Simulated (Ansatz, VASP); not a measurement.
## Two plane-wave programs on SnO

POSCAR

```
SnO
1.0
    3.8684398229      0.0000000000      0.0000000000
    0.0000000000      3.8684398229      0.0000000000
    0.0000000000      0.0000000000      4.8535549724
Sn O
2 2
Direct
    0.0000000000      0.5000000000      0.2320784265
    0.5000000000      0.0000000000      0.7679215735
    0.5000000000      0.5000000000      0.0000000000
    0.0000000000      0.0000000000      0.0000000000
```

File INCAR.step1:

```
SYSTEM = SnO
PREC = Accurate
ENCUT = 660
ISMEAR = -1
SIGMA = 0.02
LREAL = .FALSE.
LASPH = .TRUE.
NELM = 200
MAGMOM = 0 0 0 0 0 0 0 0 0 0 0 0
LSORBIT = .TRUE.
GGA_COMPAT = .FALSE.
NBANDS = 54
GGA = PE
ALGO = Normal
EDIFF = 1E-5
LWAVE = .TRUE.
LCHARG = .FALSE.
KPAR = 4
```

Contents of INCAR.step2:

```
SYSTEM = SnO
PREC = Accurate
ENCUT = 660
EDIFF = 1E-6
ISMEAR = -1
SIGMA = 0.02
LREAL = .FALSE.
LASPH = .TRUE.
NELM = 200
ALGO = Normal
ISIF = 2
LWAVE = .FALSE.
LCHARG = .FALSE.
MAGMOM = 0 0 0 0 0 0 0 0 0 0 0 0
LORBIT = 11
LSORBIT = .TRUE.
GGA_COMPAT = .FALSE.
LORBMOM = .TRUE.
METAGGA = R2SCAN
LMIXTAU = .TRUE.
NBANDS = 54
ISTART = 1
KPAR = 4
```

KPOINTS

```
regular mesh
0
G
  6 6 6
  0 0 0
```

Input for Ansatz:

```yaml
crystal:
  lattice:
    - [3.8684398229, 0.0, 0.0]
    - [0.0, 3.8684398229, 0.0]
    - [0.0, 0.0, 4.8535549724]
  atoms:
    - { symbol: Sn, position: [0.0, 0.5, 0.2320784265] }
    - { symbol: Sn, position: [0.5, 0.0, 0.7679215735] }
    - { symbol: O, position: [0.5, 0.5, 0.0] }
    - { symbol: O, position: [0.0, 0.0, 0.0] }
kpoints:
  mp_grid: { grid: [6, 6, 6] }
  band_path:
    path:
      - [0.0, 0.0, 0.0]
      - [0.0, 0.5, 0.0]
      - [0.5, 0.5, 0.0]
      - [0.0, 0.0, 0.5]
      - [0.0, 0.5, 0.5]
      - [0.5, 0.5, 0.5]
      - [-0.088542, -0.083333, 0.0]
    npoints: 1
hamiltonian:
  xc: r2scan
scf:
  occupations: { method: fermi_dirac, width: 0.02 }
  n_extra_bands: 10
magnetization:
  noncollinear: true
  spin_orbit: true
output:
  forces: true
  stress: true
  eigenvalues: true
```

Change from the starting cell: hydrostatic strain +2.0%.

Alike in both runs: task single point; functional r2SCAN; k mesh 6 × 6 × 6; occupations fermi-dirac, width 0.02 eV; non-collinear spin, spin-orbit coupling.

|  | VASP | Ansatz |
| --- | --- | --- |
| version | VASP 6.6.1 | Ansatz 0.2.0 |
| potentials or method | VASP PAW PBE potentials, release 64 (Sn_d, O) | plane waves, PAW |
| plane-wave cutoff (eV) | 660 | 500 |
| valence electrons in the cell | 40 | 40 |

VASP gave:

```
pressure (GPa)                                                : -1.4
traceless stress, the component that is largest in VASP (GPa) : 1.83
rms of the force components (eV/Å)                            : 0.049
net moment per atom (μB)                                      : 0.00
```

Task: Estimate Ansatz's values.

Result: Pressure (GPa): -1.9; traceless stress, the component that is largest in VASP (GPa): 1.90; rms of the force components (eV/Å): 0.006; net moment per atom (μB): 0.00.

VASP's potentials were made for PBE, not for r2SCAN. Atom by atom the forces differ by 0.055 eV/Å (rms over components). The functional is the same, so the differences come from potentials, cutoffs and numerics.
